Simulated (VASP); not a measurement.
A run of VASP 6.6.1 is set up as follows.

INCAR

```
SYSTEM = GaSi2
PREC     = Accurate       ! precision mode
ENCUT    = 520            ! plane-wave cutoff, eV
EDIFF    = 1E-7           ! SCF threshold, eV
ISMEAR   = 0              ! smearing method
SIGMA    = 0.1            ! smearing width, eV
LREAL    = .False.        ! projectors in reciprocal space
LASPH    = .True.         ! aspherical terms in the spheres
NELM     = 100            ! most SCF steps
ALGO     = Normal         ! electronic algorithm
ISIF     = 2              ! what is computed and relaxed
LWAVE    = .False.        ! write WAVECAR
LCHARG   = .False.        ! write CHGCAR
GGA      = PE             ! functional
NBANDS   = 18             ! bands
```

Contents of KPOINTS:

```
regular mesh
0
Gamma
  12 12 10
  0 0 0
```

Contents of POSCAR:

```
GaSi2
1.0
    3.8187822538      0.0000000000      0.0000000000
   -1.9093911269      3.3071624434      0.0000000000
    0.0000000000      0.0000000000      4.9471415486
Ga Si
1 2
Direct
    0.0000000000      0.0000000000      0.0000000000
    0.6666666667      0.3333333333      0.7453790931
    0.6666666667      0.3333333333      0.2546209069
```

Potentials or basis: VASP PAW PBE potentials, release 64 (Ga_d, Si).

Command:

```sh
$ cat potpaw_PBE.64/Ga_d/POTCAR potpaw_PBE.64/Si/POTCAR > POTCAR
$ mpirun -np 1 vasp_std > vasp.out
```

Question: What does it give for the largest force?

Answer: 0.004 eV/Å.

Question: Estimate the pressure.

Answer: 0.0 GPa.

Forces on the atoms (eV/Å):
```
Ga   0.000  0.000  0.000
Si   0.000  0.000 -0.004
Si   0.000  0.000  0.004
```
